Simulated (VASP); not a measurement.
# FeCu (Cmmm) in VASP: notebook

Runs on FeCu. Level: PBE. Tasks: single point.

Everything below comes from runs of VASP 6.6.1. Logs are shortened: lines on timing, memory, paths and dates and some standing lists are left out, and cuts for length are marked.

## 1. The cell of the first run

The structure is orthorhombic, space group Cmmm (No. 65). Conventional cell: a = 2.877 Å, b = 3.976 Å, c = 4.138 Å, α = 90.00°, β = 90.00°, γ = 90.00°. Within 3.2 Å of Fe (site symmetry mmm) lie 6 Fe at 2.45 to 2.88 Å and 8 Cu at 2.52 to 2.87 Å. Cu (site symmetry mmm) has 6 Cu at 2.45 to 2.88 Å and 8 Fe at 2.52 to 2.87 Å within 3.2 Å.

## 2. Single point, PBE, collinear spin, ferromagnetic start

File INCAR:

```
SYSTEM = FeCu
ALGO = Normal
EDIFF = 1E-7
ENCUT = 520
GGA = PE
ISIF = 2
ISMEAR = -1
ISPIN = 2
LASPH = .TRUE.
LCHARG = .TRUE.
LELF = .TRUE.
LMAXMIX = 4
LORBIT = 11
LREAL = .FALSE.
LVHAR = .TRUE.
LWAVE = .FALSE.
MAGMOM = 3 0
NBANDS = 20
NELM = 150
PREC = Accurate
SIGMA = 0.05
```

File KPOINTS:

```
k-points
0
G
  9 9 5
  0 0 0
```

File POSCAR:

```
FeCu
1.0
    1.4382720000     -1.9879340000      0.0000000000
    1.4382720000      1.9879340000      0.0000000000
    0.0000000000      0.0000000000      4.1381350000
Fe Cu
1 1
Direct
    0.0000000000      0.0000000000      0.0000000000
    0.5000000000      0.5000000000      0.5000000000
```

Potentials or basis: VASP PAW PBE potentials, release 64 (Fe, Cu).

On the command line:

```console
$ cat potpaw_PBE.64/Fe/POTCAR potpaw_PBE.64/Cu/POTCAR > POTCAR
$ mpirun -np 1 vasp_std > vasp.out
```

OUTCAR:

```text
SYSTEM = FeCu
   EDIFF = 1E-7
   ENCUT = 520
   GGA = PE
   ISIF = 2
   ISMEAR = -1
   ISPIN = 2
   LASPH = .TRUE.
   LORBIT = 11
   LREAL = .FALSE.
   NELM = 150
   PREC = Accurate

 ion  position               nearest neighbor table
   1  0.000  0.000  0.000-   2 2.52   2 2.52   2 2.52   2 2.52   2 2.87   2 2.87   2 2.87   2 2.87

   2  0.500  0.500  0.500-   1 2.52   1 2.52   1 2.52   1 2.52   1 2.87   1 2.87   1 2.87   1 2.87

  LATTYP: Found a base centered orthorhombic cell.
 ALAT       =     2.8765440000
 B/A-ratio  =     1.3821683242
 C/A-ratio  =     1.4385787250

  Lattice vectors:

 A1 = (   1.4382720000,  -1.9879340000,   0.0000000000)
 A2 = (   1.4382720000,   1.9879340000,   0.0000000000)
 A3 = (   0.0000000000,   0.0000000000,   4.1381350000)

Analysis of symmetry for initial positions (statically):
=====================================================================
 Subroutine PRICEL returns:
 Original cell was already a primitive cell.

 Routine SETGRP: Setting up the symmetry group for a
 base centered orthorhombic supercell.

 Subroutine GETGRP returns: Found  8 space group operations
 (whereof  8 operations were pure point group operations)
 out of a pool of  8 trial point group operations.

The static configuration has the point symmetry D_2h.

Analysis of symmetry for dynamics (positions and initial velocities):
=====================================================================
 Subroutine PRICEL returns:
 Original cell was already a primitive cell.

 Routine SETGRP: Setting up the symmetry group for a
 base centered orthorhombic supercell.

 Subroutine GETGRP returns: Found  8 space group operations
 (whereof  8 operations were pure point group operations)
 out of a pool of  8 trial point group operations.

The dynamic configuration has the point symmetry D_2h.

Analysis of structural, dynamic, and magnetic symmetry:
=====================================================================
 Subroutine PRICEL returns:
 Original cell was already a primitive cell.

 Routine SETGRP: Setting up the symmetry group for a
 base centered orthorhombic supercell.

 Subroutine GETGRP returns: Found  8 space group operations
 (whereof  8 operations were pure point group operations)
 out of a pool of  8 trial point group operations.

The overall configuration has the point symmetry D_2h.

 Subroutine INISYM returns: Found  8 space group operations
 (whereof  8 operations are pure point group operations),
 and found     1 'primitive' translations

----------------------------------------------------------------------------------------
[... 116 lines left out ...]
  Thomas-Fermi vector in A             =   2.630292
   LORBIT       =     11    0 simple, 1 ext, 2 COOP (PROOUT), +10 PAW based schemes
   GGA     = PE    functional components
   LHFCALC =     F    Hartree Fock is set to
   AEXX    =    0.0000 exact exchange contribution
   IVDW    =     0    specifies the selected vdW correction
   LEPSILON=     F    determine dielectric tensor
   LRPA    =     F    only Hartree local field effects (RPA)
 spin polarized calculation
  energy-cutoff  :      520.00
  volume of cell :       23.66
 maximum number of plane-waves:       654
   NGX =  9   NGY =  9   NGZ = 15

 number of electron      18.9999983 magnetization       2.4819970

 Free energy of the ion-electron system (eV)
  ---------------------------------------------------
  ext. energy  EPLUGINS =         0.00000000
  ---------------------------------------------------
  free energy    TOTEN  =       -11.62822232 eV

  energy without entropy =      -11.61240430  energy(sigma->0) =      -11.62031331

 E-fermi :   6.6792     XC(G=0): -12.8024

 val. band max:        6.6746546674   @ k =   0.4444   0.1111   0.4000
 cond. band min:       6.6830948193   @ k =   0.2222   0.0000   0.4000
 fundamental gap:      0.0084401520
 Fermi energy:         6.6792296509

 spin component 1

 k-point     1 :       0.0000    0.0000    0.0000
  band No.  band energies     occupation
      1      -2.3153      1.00000
      2       1.5417      1.00000
      3       2.7634      1.00000
      4       3.6428      1.00000
      5       3.6462      1.00000
      6       3.8384      1.00000
[... 541 lines left out ...]
     19      23.0583      0.00000
     20      25.2632      0.00000

 [... further k-points ...]

 spin component 2

 k-point     1 :       0.0000    0.0000    0.0000
  band No.  band energies     occupation
      1      -2.2537      1.00000
      2       1.9854      1.00000
      3       2.9301      1.00000
      4       4.0725      1.00000
      5       4.2531      1.00000
      6       4.5373      1.00000
[... 541 lines left out ...]
     19      23.3697      0.00000
     20      25.8000      0.00000

 [... further k-points ...]

------------------------ aborting loop because EDIFF is reached ----------------------------------------

  FORCE on cell =-STRESS in cart. coord.  units (eV):
  Direction    XX          YY          ZZ          XY          YZ          ZX
  --------------------------------------------------------------------------------------
  -------------------------------------------------------------------------------------
  Total        0.0297452     -0.0734944      0.2774936      0.0000000      0.0000000      0.0000000
  in kB        2.0139522     -4.9760785     18.7882312      0.0000000      0.0000000      0.0000000
  external PRESSURE =       5.2753683 kB  Pullay stress =       0.0000000 kB

 VOLUME and BASIS-vectors are now :
 -----------------------------------------------------------------------------
  energy-cutoff  :      520.00
  volume of cell :       23.66
      direct lattice vectors                 reciprocal lattice vectors
     1.438272000 -1.987934000  0.000000000     0.347639389 -0.251517405  0.000000000
     1.438272000  1.987934000  0.000000000     0.347639389  0.251517405  0.000000000
     0.000000000  0.000000000  4.138135000     0.000000000  0.000000000  0.241654755

 POSITION                                       TOTAL-FORCE (eV/Angst)
 -----------------------------------------------------------------------------------
      0.00000      0.00000      0.00000        -0.000000      0.000000      0.000000
      1.43827      0.00000      2.06907         0.000000      0.000000      0.000000
 -----------------------------------------------------------------------------------
    total drift:                               -0.000000     -0.000000     -0.000000

  FREE ENERGIE OF THE ION-ELECTRON SYSTEM (eV)
  ---------------------------------------------------
  free  energy   TOTEN  =       -11.6282223219 eV

  energy  without entropy=      -11.6124043008  energy(sigma->0) =      -11.62031331

 total charge

# of ion       s       p       d       tot
------------------------------------------
    1        0.454   0.460   6.213   7.127
    2        0.468   0.438   9.138  10.044
--------------------------------------------------
tot          0.922   0.898  15.350  17.171

 magnetization (x)

# of ion       s       p       d       tot
------------------------------------------
    1        0.003  -0.012   2.451   2.442
    2       -0.017  -0.047   0.121   0.058
--------------------------------------------------
tot         -0.014  -0.059   2.572   2.499
```

OSZICAR:

```text
N       E                     dE             d eps       ncg     rms          rms(c)
DAV:   1     0.979249258580E+02    0.97925E+02   -0.88603E+03  6700   0.149E+03
DAV:   2    -0.780883451705E+01   -0.10573E+03   -0.95819E+02  6044   0.234E+02
DAV:   3    -0.135604734897E+02   -0.57516E+01   -0.54085E+01  6724   0.670E+01
DAV:   4    -0.136248983569E+02   -0.64425E-01   -0.64365E-01  6768   0.716E+00
DAV:   5    -0.136259318130E+02   -0.10335E-02   -0.10334E-02  6908   0.908E-01    0.136E+01
DAV:   6    -0.125341140460E+02    0.10918E+01   -0.10827E+01  6792   0.109E+02    0.737E+00
DAV:   7    -0.119467663582E+02    0.58735E+00   -0.33885E+00  7924   0.637E+01    0.669E+00
DAV:   8    -0.116486497029E+02    0.29812E+00   -0.10216E+00  8604   0.354E+01    0.243E+00
DAV:   9    -0.116345215770E+02    0.14128E-01   -0.60642E-02  9600   0.575E+00    0.123E+00
DAV:  10    -0.116293605218E+02    0.51611E-02   -0.62664E-03 10076   0.142E+00    0.424E-01
DAV:  11    -0.116283695031E+02    0.99102E-03   -0.47493E-03  7976   0.276E+00    0.119E-01
DAV:  12    -0.116282262688E+02    0.14323E-03   -0.35815E-04  9276   0.582E-01    0.494E-02
DAV:  13    -0.116282209903E+02    0.52785E-05   -0.31861E-05 10208   0.174E-01    0.125E-02
DAV:  14    -0.116282221962E+02   -0.12059E-05   -0.25513E-06  7596   0.171E-02    0.680E-03
DAV:  15    -0.116282225113E+02   -0.31511E-06   -0.64875E-07  8192   0.291E-02    0.404E-03
DAV:  16    -0.116282223397E+02    0.17162E-06   -0.13201E-07  4644   0.116E-02    0.123E-03
DAV:  17    -0.116282223219E+02    0.17818E-07   -0.31161E-08  3388   0.456E-03
   1 F= -.11628222E+02 E0= -.11620313E+02  d E =-.158180E-01  mag=     2.4820
```

stdout:

```text
POSCAR found type information on POSCAR FeCu
 POSCAR found :  2 types and       2 ions
 scaLAPACK will be used
 LDA part: xc-table for (Slater+PW92), standard interpolation
 POSCAR, INCAR and KPOINTS ok, starting setup
 FFT: planning ... GRIDC
 FFT: planning ... GRID_SOFT
 FFT: planning ... GRID
 WAVECAR not read
 entering main loop
```

Wall time 34 s (1 thread of Intel Xeon 6975P-C (Granite Rapids), shared host); peak memory 0.17 GiB.

What came out:

```
Free energy                                           : -11.6282 eV
Pressure                                              : 0.5 GPa
Net moment                                            : 2.48 μB per cell
Site moments                                          : Fe +2.44; Cu +0.06 μB
Valence electrons inside the program's atomic spheres : Fe 7.13; Cu 10.04
```

## 3. Single point, PBE, non-collinear spin, typed start, spin-orbit coupling

File INCAR:

```
  ALGO = Normal
  EDIFF = 1E-6
  ENCUT = 520
  GGA = PE
  GGA_COMPAT = F
  ISIF = 2
  ISMEAR = -1
  LASPH = T
  LCHARG = F
  LMAXMIX = 4
  LORBIT = 11
  LORBMOM = T
  LREAL = F
  LSORBIT = T
  LWAVE = F
  MAGMOM = 0 0 2.4 0 0 0
  NBANDS = 31
  NELM = 150
  PREC = Accurate
  SIGMA = 0.05
```

File KPOINTS:

```
k-points
0
Gamma
  9 9 5
```

POSCAR is that of step 2.

Potentials or basis: VASP PAW PBE potentials, release 64 (Fe, Cu).

On the command line:

```console
$ cat potpaw_PBE.64/Fe/POTCAR potpaw_PBE.64/Cu/POTCAR > POTCAR
$ mpirun -np 1 vasp_ncl > vasp.out
```

OUTCAR:

```text
EDIFF = 1E-6
   ENCUT = 520
   GGA = PE
   ISIF = 2
   ISMEAR = -1
   LASPH = T
   LORBIT = 11
   LREAL = F
   LSORBIT = T
   NELM = 150
   PREC = Accurate

 ion  position               nearest neighbor table
   1  0.000  0.000  0.000-   2 2.52   2 2.52   2 2.52   2 2.52   2 2.87   2 2.87   2 2.87   2 2.87

   2  0.500  0.500  0.500-   1 2.52   1 2.52   1 2.52   1 2.52   1 2.87   1 2.87   1 2.87   1 2.87

  LATTYP: Found a base centered orthorhombic cell.
 ALAT       =     2.8765440000
 B/A-ratio  =     1.3821683242
 C/A-ratio  =     1.4385787250

  Lattice vectors:

 A1 = (   1.4382720000,  -1.9879340000,   0.0000000000)
 A2 = (   1.4382720000,   1.9879340000,   0.0000000000)
[... 1109 lines left out ...]
 l=   3
     0.0000000     0.0000000     0.0000000     0.0000000     0.0000000     0.0000000     0.0000000
     0.0000000     0.0000000     0.0000000     0.0000000     0.0000000     0.0000000     0.0000000
     0.0000000     0.0000000     0.0000000     0.0000000     0.0000000     0.0000000     0.0000000
     0.0000000     0.0000000     0.0000000     0.0000000     0.0000000     0.0000000     0.0000000
     0.0000000     0.0000000     0.0000000     0.0000000     0.0000000     0.0000000     0.0000000
     0.0000000     0.0000000     0.0000000     0.0000000     0.0000000     0.0000000     0.0000000
     0.0000000     0.0000000     0.0000000     0.0000000     0.0000000     0.0000000     0.0000000

 total charge

# of ion       s       p       d       tot
------------------------------------------
    1        0.454   0.461   6.212   7.127
    2        0.468   0.438   9.137  10.044
--------------------------------------------------
tot          0.923   0.898  15.350  17.171

 magnetization (x)

# of ion       s       p       d       tot
------------------------------------------
    1        0.000   0.000   0.000   0.000
    2        0.000   0.000   0.000   0.000
--------------------------------------------------
tot          0.000   0.000   0.000   0.000

 magnetization (y)

# of ion       s       p       d       tot
------------------------------------------
    1        0.000   0.000   0.000   0.000
    2        0.000   0.000   0.000   0.000
--------------------------------------------------
tot          0.000   0.000   0.000   0.000

 magnetization (z)

# of ion       s       p       d       tot
------------------------------------------
    1        0.003  -0.011   2.449   2.441
    2       -0.017  -0.046   0.121   0.058
--------------------------------------------------
tot         -0.013  -0.058   2.570   2.499
```

stdout:

```text
POSCAR found type information on POSCAR FeCu
 POSCAR found :  2 types and       2 ions
 scaLAPACK will be used
 LDA part: xc-table for (Slater+PW92), standard interpolation
 POSCAR, INCAR and KPOINTS ok, starting setup
 FFT: planning ... GRIDC
 FFT: planning ... GRID_SOFT
 FFT: planning ... GRID
 WAVECAR not read
 entering main loop
```

Run time: 4 min. Hardware: 1 thread of Intel Xeon 6975P-C (Granite Rapids), shared host; peak memory 0.27 GiB.

Results:

```yaml
Free_energy: -11.6396 eV
Pressure: 0.5 GPa
Net_moment: 2.48 μB per cell
Valence_electrons_inside_the_program's_atomic_spheres: Fe 7.13; Cu 10.04
```

Moments on the atoms (μB; x, y, z):
```
Fe  0.00 0.00 2.44
Cu  0.00 0.00 0.06
```
